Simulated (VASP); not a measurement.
Runs of VASP 6.6.1 on WS2. The structure is trigonal, space group R3m (No. 160). The conventional cell has a = 3.158 Å, b = 3.158 Å, c = 18.490 Å, α = 90.00°, β = 90.00°, γ = 120.00°. Within 3.2 Å of W (site symmetry 3m) lie 6 S at 2.39 to 2.42 Å and 6 W at 3.16 Å. S (site symmetry 3m) has 3 W at 2.39 Å and 7 S at 3.13 to 3.16 Å within 3.2 Å. Within 3.2 Å of S (site symmetry 3m) lie 3 W at 2.42 Å and 7 S at 3.13 to 3.16 Å. 

```tsv
k mesh	gap on the mesh (eV)	pressure (GPa)	largest force (eV/Å)
8 × 8 × 8	1.14	-0.5	0.60
3 × 3 × 3	(b)	-0.3	0.60
10 × 10 × 10	1.03	-0.5	0.60
4 × 4 × 4	(a)	(c)	0.59
5 × 5 × 5	1.08	-0.5	0.60
7 × 7 × 7	1.11	-0.5	0.60
```

Alike in all rows: task single point; level PBEsol; potentials or basis VASP PAW PBE potentials, release 64 (W_sv, S); no spin polarisation; cell as given; cutoff (eV) 520; smearing fermi-dirac 0.05 eV.

**Question.** Fill in the values left out.

**Answer.** (a) 1.34; (b) 1.41; (c) -0.9.

Caveats: some runs use coarse meshes; the PAW data sets were made with another functional, which shifts forces and pressure a little; spin-orbit coupling is left out, which moves the levels of the heavy elements; an odd mesh through Γ misses points on the zone boundary, where band edges can lie (at least some runs).

A k mesh can miss the band edges, and the runs leave out spin-orbit coupling on W.
